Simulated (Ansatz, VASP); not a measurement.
# Sb: VASP beside Ansatz

```
Sb
1.0
     4.10518    0.00000    0.00000
    -2.05259    3.55519    0.00000
     0.00000    0.00000   26.85525
Sb
2
Direct
  0.33333 0.66667 0.31498
  0.66667 0.33333 0.37493
```

Alike in both runs: task single point; functional PBE; k mesh 12 × 12 × 1; occupations fermi-dirac, width 0.02 eV; no spin polarisation.

|  | VASP | Ansatz |
| --- | --- | --- |
| version | VASP 6.6.1 | Ansatz 0.2.0 |
| potentials or method | VASP PAW PBE potentials, release 64 (Sb) | plane waves, PAW |
| plane-wave cutoff (eV) | 520 | 420 |
| valence electrons in the cell | 10 | 30 |

```csv
,VASP,Ansatz,Ansatz less VASP
gap on the k mesh at the Fermi level (eV),1.36,1.36,-0.006
rms of the force components (eV/Å),0.212,0.158,-0.0539
```

Atom by atom the forces differ by 0.054 eV/Å (rms over components). The functional is the same, so the differences come from potentials, cutoffs and numerics. VASP's potentials hold 10 valence electrons a cell and Ansatz's 30, so a difference there can come from the potentials and not from the codes.

Neither program's run includes spin-orbit coupling.
